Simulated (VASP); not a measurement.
# NaAl18 in VASP: further runs, part 2 of 3

VASP 6.6.1. The steps go on from the part before.

### Step 6. Single point, PBE

INCAR reads:

```
SYSTEM = NaAl18
  ALGO = Normal
  EDIFF = 1E-7
  ENCUT = 520
  GGA = PE
  ISIF = 2
  ISMEAR = -1
  LASPH = .TRUE.
  LCHARG = .FALSE.
  LREAL = Auto
  LWAVE = .FALSE.
  NBANDS = 46
  NELM = 60
  PREC = Accurate
  SIGMA = 0.1
```

KPOINTS reads:

```
k-points
0
G
  3 2 1
  0 0 0
```

POSCAR reads:

```
NaAl18
1.0
    5.7275650000      0.0000000000      0.0000000000
    4.2956740000      7.4403250000      0.0000000000
    0.0000000000      0.0000000000     15.6765370000
Al Na
18 1
Direct
    0.1666665958      0.1111111410      0.0637895984
    0.6666666831      0.1111111410      0.0637895984
    0.1666665712      0.4444444295      0.0637895984
    0.6666666585      0.4444444295      0.0637895984
    0.1666666204      0.7777778524      0.0637895984
    0.6666665331      0.7777778524      0.0637895984
   -0.1672441675      0.2228562596      0.2135509902
    0.3342231297      0.2211255557      0.2142300305
   -0.1650032339      0.5539502643      0.2127026524
    0.3334060722      0.5548682349      0.2138394468
   -0.1684192044      0.8899013148      0.2146185730
    0.3334416909      0.8898484945      0.2142684319
   -0.0055798723      0.0066681227      0.3617113269
    0.5006489951     -0.0005954041      0.3665618880
    0.0020454348      0.3320865688      0.3639955687
    0.4983001302      0.3342324428      0.3651782916
   -0.0026172786      0.6632441459      0.3616499613
    0.5081147289      0.6627597585      0.3615722018
    0.1649084851      0.7803874159      0.5243282365
```

Potentials or basis: VASP PAW PBE potentials, release 64 (Al, Na_pv).

Started as:

```sh
$ cat potpaw_PBE.64/Al/POTCAR potpaw_PBE.64/Na_pv/POTCAR > POTCAR
$ mpirun -np 1 vasp_std > vasp.out
```

OUTCAR:

```text
SYSTEM = NaAl18
   EDIFF = 1E-7
   ENCUT = 520
   GGA = PE
   ISIF = 2
   ISMEAR = -1
   LASPH = .TRUE.
   LREAL = Auto
   NELM = 60
   PREC = Accurate

 ion  position               nearest neighbor table
   1  0.167  0.111  0.064-   2 2.86   3 2.86   4 2.86   6 2.86   5 2.86   2 2.86   7 2.87  12 2.88
                             8 2.88
   2  0.667  0.111  0.064-   1 2.86   4 2.86   5 2.86   3 2.86   6 2.86   1 2.86   7 2.87   8 2.88
                            11 2.88
   3  0.167  0.444  0.064-   9 2.86   4 2.86   1 2.86   2 2.86   6 2.86   4 2.86   5 2.86  10 2.87
                             8 2.88
   4  0.667  0.444  0.064-   9 2.86   3 2.86   2 2.86   1 2.86   6 2.86   5 2.86   3 2.86   7 2.87
                            10 2.88
   5  0.167  0.778  0.064-   6 2.86   2 2.86   1 2.86   4 2.86   6 2.86   3 2.86  10 2.88  12 2.89
                            11 2.89
   6  0.667  0.778  0.064-   5 2.86   1 2.86   2 2.86   4 2.86   3 2.86   5 2.86   9 2.87  12 2.88
                            11 2.88
   7  0.833  0.223  0.214-  13 2.83   9 2.85  10 2.86   8 2.86  11 2.86  12 2.86   8 2.86   4 2.87
                             2 2.87   1 2.87  15 2.88  16 2.90
   8  0.334  0.221  0.214-  11 2.85  12 2.85   9 2.86   7 2.86   7 2.86  10 2.86  15 2.87   2 2.88
                             1 2.88   3 2.88  16 2.89  14 2.90
   9  0.835  0.554  0.213-  17 2.84  18 2.84   7 2.85   3 2.86   4 2.86  10 2.86   8 2.86   6 2.87
[... 4 lines left out ...]
                             2 2.88   6 2.88   5 2.89  14 2.89
  12  0.333  0.890  0.214-   8 2.85  11 2.85  13 2.86  18 2.86   7 2.86  11 2.87   1 2.88  10 2.88
                             9 2.88   6 2.88   5 2.89  14 2.90
  13  0.994  0.007  0.362-  15 2.82   7 2.83  16 2.83  11 2.85  12 2.86  14 2.86  14 2.87  17 2.94
                            18 2.95  19 3.06
  14  0.501  0.999  0.367-  15 2.86  13 2.86  17 2.87  13 2.87  16 2.87  18 2.87  11 2.89  12 2.90
                             8 2.90
  15  0.002  0.332  0.364-  13 2.82  17 2.83  18 2.84  16 2.85  14 2.86   8 2.87  16 2.88   7 2.88
                             9 2.89
  16  0.498  0.334  0.365-  13 2.83  17 2.85  18 2.85  15 2.85  14 2.87  15 2.88  10 2.89   8 2.89
                             7 2.90
  17  0.997  0.663  0.362-  18 2.80  15 2.83   9 2.84  16 2.85  10 2.85  11 2.86  14 2.87  18 2.92
                            13 2.94  19 3.07
  18  0.508  0.663  0.362-  17 2.80  15 2.84   9 2.84  16 2.85  10 2.86  12 2.86  14 2.87  17 2.92
                            13 2.95  19 3.07
  19  0.165  0.780  0.524-  13 3.06  17 3.07  18 3.07

  LATTYP: Found a simple monoclinic cell.
 ALAT       =     5.7275650000
 B/A-ratio  =     2.7370334514
 C/A-ratio  =     1.3228756151
 COS(beta)  =    -0.1889822093

  Lattice vectors:

 A1 = (   5.7275650000,   0.0000000000,   0.0000000000)
 A2 = (   0.0000000000,   0.0000000000, -15.6765370000)
 A3 = (  -1.4318910000,   7.4403250000,   0.0000000000)

Analysis of symmetry for initial positions (statically):
=====================================================================
 Subroutine PRICEL returns:
 Original cell was already a primitive cell.

 Routine SETGRP: Setting up the symmetry group for a
 simple monoclinic supercell.

 Subroutine GETGRP returns: Found  1 space group operations
 (whereof  1 operations were pure point group operations)
 out of a pool of  4 trial point group operations.

The static configuration has the point symmetry C_1 .

Analysis of symmetry for dynamics (positions and initial velocities):
=====================================================================
 Subroutine PRICEL returns:
 Original cell was already a primitive cell.

 Routine SETGRP: Setting up the symmetry group for a
 simple monoclinic supercell.
[... 116 lines left out ...]
  0.333333  0.000000  0.000000      2.000000
  0.000000  0.500000  0.000000      1.000000
  0.333333  0.500000  0.000000      2.000000
   k-points           NKPTS =      4   k-points in BZ     NKDIM =      4   number of bands    NBANDS=     46
   number of dos      NEDOS =    301   number of ions     NIONS =     19
   total plane-waves  NPLWV = 368640
   dimension x,y,z NGX =    48 NGY =   64 NGZ =  120
   dimension x,y,z NGXF=    96 NGYF=  128 NGZF=  240
   ions per type =              18   1
   NGX,Y,Z   is equivalent  to a cutoff of  13.93, 12.38, 12.73 a.u.
   NGXF,Y,Z  is equivalent  to a cutoff of  27.86, 24.77, 25.45 a.u.
 SYSTEM =  NaAl18
   PREC   = accura    normal or accurate (medium, high low for compatibility)
   ISTART =      0    job   : 0-new  1-cont  2-samecut
   ICHARG =      2    charge: 1-file 2-atom 10-const
   ISPIN  =      1    spin polarized calculation?
   LNONCOLLINEAR =      F non collinear calculations
   LSORBIT =      F    spin-orbit coupling
   LASPH  =      T    aspherical Exc in radial PAW
   ENCUT  =  520.0 eV  38.22 Ry    6.18 a.u.  10.65 15.97 29.15*2*pi/ulx,y,z
   NELM   =     60;   NELMIN=  2; NELMDL= -5     # of ELM steps
   EDIFF  = 0.1E-06   stopping-criterion for ELM
   LREAL  =      T    real-space projection
   EDIFFG = 0.1E-05   stopping-criterion for IOM
   NSW    =      0    number of steps for IOM
   IBRION =     -1    ionic relax: 0-MD 1-quasi-New 2-CG
   NFREE  =      0    steps in history (QN), initial steepest desc. (CG)
   ISIF   =      2    stress and relaxation
   ISYM   =      2    0-nonsym 1-usesym 2-fastsym
   POTIM  = 0.5000    time-step for ionic-motion
   TEBEG  =    0.0;   TEEND  =   0.0 temperature during run
   PSTRESS=    0.0 pullay stress
   NELECT =      61.0000    total number of electrons
   NUPDOWN=      -1.0000    fix difference up-down
   EMIN   =  10.00;   EMAX   =-10.00  energy-range for DOS
   EFERMI =   0.00;   METHOD = LEGACY
   ISMEAR =    -1;   SIGMA  =   0.10  broadening in eV -4-tet -1-fermi 0-gaus
   EFERMI_NEDOS =   21; number of points for ismear=-14 and -15
   IALGO  =     38    algorithm
   IMIX   =      4    mixing-type and parameters
     AMIX     =   0.40;   BMIX     =  1.00
     AMIX_MAG =   1.60;   BMIX_MAG =  1.00
  volume/ion in A,a.u.               =      35.16       237.28
  Fermi-wavevector in a.u.,A,eV,Ry     =   0.737192  1.393091  7.394119  0.543452
  Thomas-Fermi vector in A             =   1.830814
   LORBIT       =      0    0 simple, 1 ext, 2 COOP (PROOUT), +10 PAW based schemes
   GGA     = PE    functional components
[... 5 lines left out ...]
 non-spin polarized calculation
  energy-cutoff  :      520.00
  volume of cell :      668.05
 maximum number of plane-waves:     17998
 NGX is ok and might be reduce to    42
   NGX = 21   NGY = 31   NGZ = 59

 number of electron      61.0000001 magnetization

 Free energy of the ion-electron system (eV)
  ---------------------------------------------------
  ext. energy  EPLUGINS =         0.00000000
  ---------------------------------------------------
  free energy    TOTEN  =       -65.22146150 eV

  energy without entropy =      -64.80473501  energy(sigma->0) =      -65.01309826

 E-fermi :   1.9457     XC(G=0):  -5.9962

 val. band max:        1.8976561908   @ k =   0.0000   0.0000   0.0000
 cond. band min:       2.0240779325   @ k =   0.3333   0.0000   0.0000
 fundamental gap:      0.1264217417
 Fermi energy:         1.9457327174

 k-point     1 :       0.0000    0.0000    0.0000
  band No.  band energies     occupation
      1     -23.8352      2.00000
      2     -23.8344      2.00000
      3     -23.8291      2.00000
      4      -8.3338      2.00000
      5      -6.6304      2.00000
      6      -5.7117      2.00000
[... 169 lines left out ...]
     41       4.3760      0.00000
     42       4.4012      0.00000
 [bands above 42 left out]

------------------------ aborting loop because EDIFF is reached ----------------------------------------

  FORCE on cell =-STRESS in cart. coord.  units (eV):
  Direction    XX          YY          ZZ          XY          YZ          ZX
  --------------------------------------------------------------------------------------
  -------------------------------------------------------------------------------------
  Total       -5.3651852     -5.4155345     -0.2907658      0.0096331      0.0039801      0.0033232
  in kB      -12.8671759    -12.9879271     -0.6973357      0.0231028      0.0095454      0.0079700
  external PRESSURE =      -8.8508129 kB  Pullay stress =       0.0000000 kB

 VOLUME and BASIS-vectors are now :
 -----------------------------------------------------------------------------
  energy-cutoff  :      520.00
  volume of cell :      668.05
      direct lattice vectors                 reciprocal lattice vectors
     5.727565000  0.000000000  0.000000000     0.174594265 -0.100802054  0.000000000
     4.295674000  7.440325000  0.000000000     0.000000000  0.134402731  0.000000000
     0.000000000  0.000000000 15.676537000     0.000000000  0.000000000  0.063789598

 POSITION                                       TOTAL-FORCE (eV/Angst)
 -----------------------------------------------------------------------------------
      1.43189      0.82670      1.00000         0.017687      0.006520     -0.005517
      4.29567      0.82670      1.00000        -0.015232      0.017555      0.004430
      2.86378      3.30681      1.00000         0.008696     -0.044986     -0.011739
      5.72757      3.30681      1.00000        -0.012362     -0.002059     -0.031095
      4.29567      5.78692      1.00000         0.019301      0.011855      0.047487
      7.15946      5.78692      1.00000        -0.019054      0.012755      0.008249
[... 11 lines left out ...]
      5.75726      4.93115      5.66820         0.001900     -0.001384     -0.000761
      4.29681      5.80634      8.21965         0.000329      0.001417     -0.001130
 -----------------------------------------------------------------------------------
    total drift:                               -0.003961     -0.002539     -0.006101

  FREE ENERGIE OF THE ION-ELECTRON SYSTEM (eV)
  ---------------------------------------------------
  free  energy   TOTEN  =       -65.2214615044 eV

  energy  without entropy=      -64.8047350061  energy(sigma->0) =      -65.01309826
```

It took 2.6 min on 1 thread of Intel Xeon 6975P-C (Granite Rapids), shared host; peak memory 0.7 GiB.

Results:

```yaml
Free_energy: -65.2215 eV
Largest_force: 0.053 eV/Å
```

Forces on the atoms (eV/Å):
```
Al   0.018  0.007 -0.006
Al  -0.015  0.018  0.004
Al   0.009 -0.045 -0.012
Al  -0.012 -0.002 -0.031
Al   0.019  0.012  0.047
Al  -0.019  0.013  0.008
Al   0.000 -0.001 -0.005
Al   0.001  0.003 -0.010
Al   0.002 -0.002 -0.006
Al   0.001 -0.003 -0.006
Al  -0.002  0.001 -0.001
Al   0.003  0.002 -0.007
Al  -0.003  0.002  0.002
Al   0.000  0.003  0.006
Al   0.000 -0.002  0.005
Al  -0.004 -0.003  0.008
Al   0.000 -0.002  0.004
Al   0.002 -0.001 -0.001
Na   0.000  0.001 -0.001
```

Caveat: the k points lie up to 0.42 Å⁻¹ apart.

(Continued in part 3 of 3.)
